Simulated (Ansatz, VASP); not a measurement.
Two plane-wave programs on AlN

INCAR

```
PREC = Accurate
ENCUT = 520
EDIFF = 1E-7
ISMEAR = 0
SIGMA = 0.05
LREAL = F
LASPH = T
NELM = 100
ALGO = Normal
ISIF = 2
LWAVE = F
LCHARG = F
GGA = PE
NBANDS = 26
```

The input KPOINTS:

```
regular mesh
0
Gamma
  8 6 4
```

Contents of POSCAR:

```
AlN
1.0
   -1.6567491617      2.8695737234      0.0000000000
    0.0000000000      0.0000000000      4.1874629526
    4.9702474850      2.8695737234      0.0000000000
Al N
4 4
Direct
    0.4582442515      0.7500000000      0.0766955329
    0.0000000000      0.7500000000      0.6666666667
    0.0000000000      0.2500000000      0.3333333333
    0.5000000000      0.2500000000      0.8333333333
    0.5000000000      0.2500000000      0.1666666667
    0.0000000000      0.2500000000      0.6666666667
    0.0000000000      0.7500000000      0.3333333333
    0.5000000000      0.7500000000      0.8333333333
```

Input for Ansatz:

```yaml
crystal:
  lattice:
    - [-1.6567491617, 2.8695737234, 0.0]
    - [0.0, 0.0, 4.1874629526]
    - [4.970247485, 2.8695737234, 0.0]
  atoms:
    - { symbol: Al, position: [0.4582442515, 0.75, 0.0766955329] }
    - { symbol: Al, position: [0.0, 0.75, 0.6666666667] }
    - { symbol: Al, position: [0.0, 0.25, 0.3333333333] }
    - { symbol: Al, position: [0.5, 0.25, 0.8333333333] }
    - { symbol: "N", position: [0.5, 0.25, 0.1666666667] }
    - { symbol: "N", position: [0.0, 0.25, 0.6666666667] }
    - { symbol: "N", position: [0.0, 0.75, 0.3333333333] }
    - { symbol: "N", position: [0.5, 0.75, 0.8333333333] }
basis:
  ecutwfc: 420
kpoints:
  mp_grid: { grid: [8, 6, 4] }
hamiltonian:
  xc: pbe
  pseudopotentials: { kind: paw, azcp: { folder: soft_1 } }
scf:
  occupations: { method: gaussian, width: 0.05 }
output:
  forces: true
  stress: true
  eigenvalues: true
```

Alike in both runs: task single point; functional PBE; k mesh 8 × 6 × 4; occupations gaussian, width 0.05 eV; no spin polarisation.

```csv
,VASP,Ansatz
version,VASP 6.6.1,Ansatz 0.2.0
potentials or method,"VASP PAW PBE potentials, release 64 (Al, N), cutoff 520 eV","scalar-relativistic, plane waves, PAW"
valence electrons in the cell,32,32
```

|  | VASP | Ansatz | Ansatz less VASP |
| --- | --- | --- | --- |
| gap on the k mesh at the Fermi level (eV) | 1.91 | 1.90 | -0.010 |
| least direct gap on the mesh (eV) | 1.97 | 1.96 | -0.011 |
| pressure (GPa) | 19.0 | 19.2 | +0.17 |
| traceless stress, the component that is largest in VASP (GPa) | 28.38 | 28.46 | +0.081 |
| rms of the force components (eV/Å) | 7.465 | 7.478 | +0.0128 |

Atom by atom the forces differ by 0.014 eV/Å (rms over components).
